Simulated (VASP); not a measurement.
TiAl6, 7 atoms in the cell. It takes space group P6/mmm (No. 191, hexagonal). The conventional cell has a = 7.735 Å, b = 7.735 Å, c = 2.824 Å, α = 90.00°, β = 90.00°, γ = 120.00°. Within 3.7 Å of Ti (site symmetry 6/mmm) lie 2 Ti at 2.82 Å and 12 Al at 2.94 Å. Within 3.4 Å of Al (site symmetry m2m) lie 5 Al at 2.58 to 2.82 Å and 2 Ti at 2.94 Å. 

```yaml
Program: VASP 6.6.1
Task: relaxation of cell and atoms
Functional: PBE
Potentials_or_basis: VASP PAW PBE potentials, release 64 (Ti_sv, Al)
Cutoff: 600 eV
k_mesh: 3 × 3 × 6
Occupations: gaussian, width 0.1 eV
Spin: no spin polarisation
Dipole_correction: no
Further_INCAR_settings: ALGO = Fast; EDIFF = 1e-07; IBRION = 2; EDIFFG = -0.04; NSW = 90; ISIF = 3
```

Potentials or basis: VASP PAW PBE potentials, release 64 (Ti_sv, Al).

Command:

```bash
$ cat potpaw_PBE.64/Ti_sv/POTCAR potpaw_PBE.64/Al/POTCAR > POTCAR
$ mpirun -np 1 vasp_std > vasp.out
```

Hardware: 1 thread of Intel Xeon 8259CL (shared host).

Task: How long does it take, and how much memory?

Result: Wall time 13 min on 1 thread of Intel Xeon 8259CL, on a shared host, peak memory 0.34 GiB. Counts: scf iterations 149, k points 12, ion steps 5.
